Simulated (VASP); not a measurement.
# Be in VASP: further runs

Runs on Be. Level: PBEsol. Tasks: single point.

All numbers are computed with VASP 6.6.1; they aren't measurements. Logs are shortened: lines on timing, memory, paths and dates and some standing lists are left out, and cuts for length are marked.

**1. The cell of the first run**

The cell holds a slab with vacuum, 12 atoms: a = 2.258 Å, b = 2.258 Å, c = 35.532 Å, α = 90.00°, β = 90.00°, γ = 60.00°.

**2. Single point, PBEsol**

Input file INCAR:

```
SYSTEM = Be
PREC     = Accurate       ! precision mode
ENCUT    = 520            ! plane-wave cutoff, eV
EDIFF    = 1E-6           ! SCF threshold, eV
ISMEAR   = 1              ! smearing method
SIGMA    = 0.1            ! smearing width, eV
LREAL    = .False.        ! projectors in reciprocal space
LASPH    = .True.         ! aspherical terms in the spheres
NELM     = 100            ! most SCF steps
ALGO     = Normal         ! electronic algorithm
ISIF     = 2              ! what is computed and relaxed
LWAVE    = .False.        ! write WAVECAR
LCHARG   = .True.         ! write CHGCAR
LDIPOL   = .True.       
IDIPOL   = 3            
DIPOL    = 0.5 0.5 0.500
GGA      = PS             ! functional
LELF     = .True.         ! ELF
LVHAR    = .True.       
LVACPOTAV= .True.       
NBANDS   = 24             ! bands
```

Input file KPOINTS:

```
regular mesh
0
Gamma
  17 17 1
  0 0 0
```

Input file POSCAR:

```
Be
1.0
    2.2575068440      0.0000000000      0.0000000000
    1.1287534220      1.9550582760      0.0000000000
    0.0000000000      0.0000000000     35.5317697690
Be
12
Direct
    0.6666666667      0.6666666667      0.2251506202
    0.0000000000      0.0000000000      0.2751232347
    0.6666666667      0.6666666667      0.3250958492
    0.0000000000      0.0000000000      0.3750684637
    0.6666666667      0.6666666667      0.4250410782
    0.0000000000      0.0000000000      0.4750136927
    0.6666666667      0.6666666667      0.5249863073
    0.0000000000      0.0000000000      0.5749589218
    0.6666666667      0.6666666667      0.6249315363
    0.0000000000      0.0000000000      0.6749041508
    0.6666666667      0.6666666667      0.7248767653
    0.0000000000      0.0000000000      0.7748493798
```

Potentials or basis: VASP PAW PBE potentials, release 64 (Be).

Run with:

```
$ cat potpaw_PBE.64/Be/POTCAR > POTCAR
$ mpirun -np 1 vasp_std > vasp.out
```

OUTCAR:

```text
SYSTEM = Be
   PREC = Accurate
   ENCUT = 520
   EDIFF = 1E-6
   ISMEAR = 1
   LREAL = .False.
   LASPH = .True.
   NELM = 100
   ISIF = 2
   GGA = PS

 ion  position               nearest neighbor table
   1  0.667  0.667  0.225-   2 2.20   2 2.20   2 2.20
   2  0.000  0.000  0.275-   1 2.20   3 2.20   1 2.20   3 2.20   1 2.20   3 2.20
   3  0.667  0.667  0.325-   2 2.20   4 2.20   2 2.20   4 2.20   2 2.20   4 2.20
   4  0.000  0.000  0.375-   5 2.20   3 2.20   5 2.20   3 2.20   5 2.20   3 2.20
   5  0.667  0.667  0.425-   4 2.20   6 2.20   4 2.20   6 2.20   4 2.20   6 2.20
   6  0.000  0.000  0.475-   5 2.20   5 2.20   5 2.20   7 2.20   7 2.20   7 2.20
   7  0.667  0.667  0.525-   8 2.20   8 2.20   8 2.20   6 2.20   6 2.20   6 2.20
   8  0.000  0.000  0.575-   7 2.20   9 2.20   7 2.20   9 2.20   7 2.20   9 2.20
   9  0.667  0.667  0.625-   8 2.20  10 2.20   8 2.20  10 2.20   8 2.20  10 2.20
  10  0.000  0.000  0.675-  11 2.20   9 2.20  11 2.20   9 2.20  11 2.20   9 2.20
  11  0.667  0.667  0.725-  10 2.20  12 2.20  10 2.20  12 2.20  10 2.20  12 2.20
  12  0.000  0.000  0.775-  11 2.20  11 2.20  11 2.20

  LATTYP: Found a hexagonal cell.
 ALAT       =     2.2575068439
 C/A-ratio  =    15.7393851829

  Lattice vectors:

 A1 = (  -1.1287534220,  -1.9550582760,   0.0000000000)
 A2 = (   2.2575068440,   0.0000000000,   0.0000000000)
 A3 = (   0.0000000000,   0.0000000000,  35.5317697690)

Analysis of symmetry for initial positions (statically):
=====================================================================
 Subroutine PRICEL returns:
 Original cell was already a primitive cell.

 Routine SETGRP: Setting up the symmetry group for a
 hexagonal supercell.

 Subroutine GETGRP returns: Found 12 space group operations
 (whereof  6 operations were pure point group operations)
 out of a pool of 24 trial point group operations.

The static configuration has the point symmetry C_3v.
 The point group associated with its full space group is D_3d.

Analysis of symmetry for dynamics (positions and initial velocities):
=====================================================================
 Subroutine PRICEL returns:
 Original cell was already a primitive cell.

 Routine SETGRP: Setting up the symmetry group for a
 hexagonal supercell.

 Subroutine GETGRP returns: Found 12 space group operations
 (whereof  6 operations were pure point group operations)
 out of a pool of 24 trial point group operations.

The dynamic configuration has the point symmetry C_3v.
 The point group associated with its full space group is D_3d.
[... 131 lines left out ...]
   NUPDOWN=      -1.0000    fix difference up-down
   EMIN   =  10.00;   EMAX   =-10.00  energy-range for DOS
   EFERMI =   0.00;   METHOD = LEGACY
   ISMEAR =     1;   SIGMA  =   0.10  broadening in eV -4-tet -1-fermi 0-gaus
   EFERMI_NEDOS =   21; number of points for ismear=-14 and -15
   IALGO  =     38    algorithm
   IMIX   =      4    mixing-type and parameters
     AMIX     =   0.40;   BMIX     =  1.00
     AMIX_MAG =   1.60;   BMIX_MAG =  1.00
  volume/ion in A,a.u.               =      13.07        88.19
  Fermi-wavevector in a.u.,A,eV,Ry     =   0.875676  1.654787 10.433059  0.766808
  Thomas-Fermi vector in A             =   1.995380
   LORBIT       =      0    0 simple, 1 ext, 2 COOP (PROOUT), +10 PAW based schemes
   GGA     = PS    functional components
   LHFCALC =     F    Hartree Fock is set to
   AEXX    =    0.0000 exact exchange contribution
   IVDW    =     0    specifies the selected vdW correction
   LEPSILON=     F    determine dielectric tensor
   LRPA    =     F    only Hartree local field effects (RPA)
 non-spin polarized calculation
 Methfessel and Paxton  Order N= 1 SIGMA  =   0.10
  energy-cutoff  :      520.00
  volume of cell :      156.82
 maximum number of plane-waves:      4264
 NGX is ok and might be reduce to    18
   NGX =  9   NGY =  9   NGZ =133

 dipolmoment           0.000000      0.000000     -0.000000 electrons x Angstroem

 number of electron      24.0000000 magnetization

 dipolmoment           0.000000      0.000000      0.000000 electrons x Angstroem

 Free energy of the ion-electron system (eV)
  ---------------------------------------------------
  ext. energy  EPLUGINS =         0.00000000
  ---------------------------------------------------
  free energy    TOTEN  =       -46.88099114 eV

  energy without entropy =      -46.88165043  energy(sigma->0) =      -46.88121090

 E-fermi :   2.0475     XC(G=0):  -6.9348

 val. band max:        2.0405623534   @ k =   0.4706   0.2353   0.0000
 cond. band min:       2.0964166453   @ k =   0.3529   0.1765   0.0000
 fundamental gap:      0.0558542919
 Fermi energy:         2.0474978289

 k-point     1 :       0.0000    0.0000    0.0000
  band No.  band energies     occupation
      1      -9.2146      2.00000
      2      -8.9780      2.00000
      3      -8.6216      2.00000
      4      -8.1808      2.00000
      5      -7.6513      2.00000
      6      -7.0294      2.00000
[... 637 lines left out ...]
     23       9.8375      0.00000
     24      10.3080      0.00000

 [... further k-points ...]
[... 5 lines left out ...]
  --------------------------------------------------------------------------------------
  -------------------------------------------------------------------------------------
  Total       -1.3958464     -1.3958464      1.4999232      0.0000000      0.0000000      0.0000000
  in kB      -14.2607571    -14.2607571     15.3240647      0.0000000      0.0000000      0.0000000
  external PRESSURE =      -4.3991498 kB  Pullay stress =       0.0000000 kB

 VOLUME and BASIS-vectors are now :
 -----------------------------------------------------------------------------
  energy-cutoff  :      520.00
  volume of cell :      156.82
      direct lattice vectors                 reciprocal lattice vectors
     2.257506844  0.000000000  0.000000000     0.442966542 -0.255746852  0.000000000
     1.128753422  1.955058276  0.000000000     0.000000000  0.511493704  0.000000000
     0.000000000  0.000000000 35.531769769     0.000000000  0.000000000  0.028143828

 POSITION                                       TOTAL-FORCE (eV/Angst)
 -----------------------------------------------------------------------------------
      2.25751      1.30337      8.00000        -0.000000      0.000000     -0.196370
      0.00000      0.00000      9.77562         0.000000     -0.000000      0.079167
      2.25751      1.30337     11.55123         0.000000      0.000000      0.041021
      0.00000      0.00000     13.32685        -0.000000      0.000000      0.048755
      2.25751      1.30337     15.10246        -0.000000      0.000000      0.018528
      0.00000      0.00000     16.87808         0.000000      0.000000      0.016166
      2.25751      1.30337     18.65369        -0.000000     -0.000000     -0.016166
      0.00000      0.00000     20.42931        -0.000000     -0.000000     -0.018528
      2.25751      1.30337     22.20492         0.000000     -0.000000     -0.048755
      0.00000      0.00000     23.98054        -0.000000     -0.000000     -0.041021
      2.25751      1.30337     25.75615        -0.000000      0.000000     -0.079167
      0.00000      0.00000     27.53177         0.000000      0.000000      0.196370
 -----------------------------------------------------------------------------------
    total drift:                                0.000000      0.000000     -0.000000

  FREE ENERGIE OF THE ION-ELECTRON SYSTEM (eV)
  ---------------------------------------------------
  free  energy   TOTEN  =       -46.8809911434 eV

  energy  without entropy=      -46.8816504255  energy(sigma->0) =      -46.88121090

 vacuum level on the upper side and lower side of the slab         7.330         7.330
```

stdout:

```text
POSCAR found type information on POSCAR Be
 POSCAR found :  1 types and      12 ions
 scaLAPACK will be used
 -----------------------------------------------------------------------------
|                                                                             |
[... 23 lines left out ...]
|     field-free region was found. Please increase the size of  your cell     |
|     in the dimension of the dipole correction to obtain accurate            |
|     workfunction values.                                                    |
|                                                                             |
 -----------------------------------------------------------------------------
```

It took 2.1 min on 1 thread of Intel Xeon 6975P-C (Granite Rapids), shared host; peak memory 0.3 GiB.

Results:

```yaml
Free_energy: -46.8810 eV
Largest_force: 0.196 eV/Å
Band_gap_on_the_k_mesh: zero (band 12 reaches 2.92 eV, above the bottom of band 13 at -0.68 eV)
```

Forces in eV/Å, atoms in the order of the input:
```
Be   0.000  0.000 -0.196
Be   0.000  0.000  0.079
Be   0.000  0.000  0.041
Be   0.000  0.000  0.049
Be   0.000  0.000  0.019
Be   0.000  0.000  0.016
Be   0.000  0.000 -0.016
Be   0.000  0.000 -0.019
Be   0.000  0.000 -0.049
Be   0.000  0.000 -0.041
Be   0.000  0.000 -0.079
Be   0.000  0.000  0.196
```

Caveat: the PAW data sets were made with another functional, which shifts forces and pressure a little.

**3. Single point, PBEsol**

This run uses another cell than the first one: it holds 6 atoms, not 12.

Input file INCAR:

```
  ALGO = Normal
  DIPOL = 0.5 0.5 0.500
  EDIFF = 1E-7
  ENCUT = 520
  GGA = PS
  IDIPOL = 3
  ISIF = 2
  ISMEAR = 1
  LASPH = T
  LCHARG = F
  LDIPOL = T
  LREAL = F
  LWAVE = F
  NBANDS = 15
  NELM = 60
  PREC = Accurate
  SIGMA = 0.1
```

Input file KPOINTS:

```
k-points
0
Gamma
  16 16 1
```

Input file POSCAR:

```
Be
1.0
    2.2900000002      0.0000000000      0.0000000000
    1.1450000001      1.9831981748      0.0000000000
    0.0000000000      0.0000000000     24.9710750000
Be
6
Direct
    0.6666666667      0.6666666667      0.3188984890
    0.0000000000      0.0000000000      0.3920155031
    0.6666666667      0.6666666667      0.4640754534
    0.0000000000      0.0000000000      0.5359254608
    0.6666666667      0.6666666667      0.6079860051
    0.0000000000      0.0000000000      0.6810990886
```

Potentials or basis: VASP PAW PBE potentials, release 64 (Be).

Run with:

```
$ cat potpaw_PBE.64/Be/POTCAR > POTCAR
$ mpirun -np 1 vasp_std > vasp.out
```

Wall time 66 s (1 thread of Intel Xeon Platinum 8259CL at 2.50GHz (Skylake/Cascade Lake), shared host); peak memory 0.23 GiB.

The run converged. Its results:

```
Free energy            : -22.8236 eV
Largest force          : 0.018 eV/Å
Band gap on the k mesh : zero (band 6 reaches 0.57 eV, above the bottom of band 7 at -2.63 eV)
```

Forces on the atoms (eV/Å):
```
Be   0.000  0.000 -0.018
Be   0.000  0.000  0.001
Be   0.000  0.000  0.001
Be   0.000  0.000 -0.001
Be   0.000  0.000 -0.001
Be   0.000  0.000  0.018
```

Levels at points of the mesh, in eV from the Fermi level:
| k point | band 4 | band 5 | band 6 | band 7 | band 8 | band 9 |
| --- | --- | --- | --- | --- | --- | --- |
| (0.00, 0.00, 0.00) | -7.25 | -5.55 | -2.82 | -2.36 | 2.82 | 4.44 |
| (0.50, 0.00, 0.00) | -2.79 | -1.87 | -1.86 | 2.28 | 2.33 | 3.28 |

Caveat: the PAW data sets were made with another functional, which shifts forces and pressure a little.
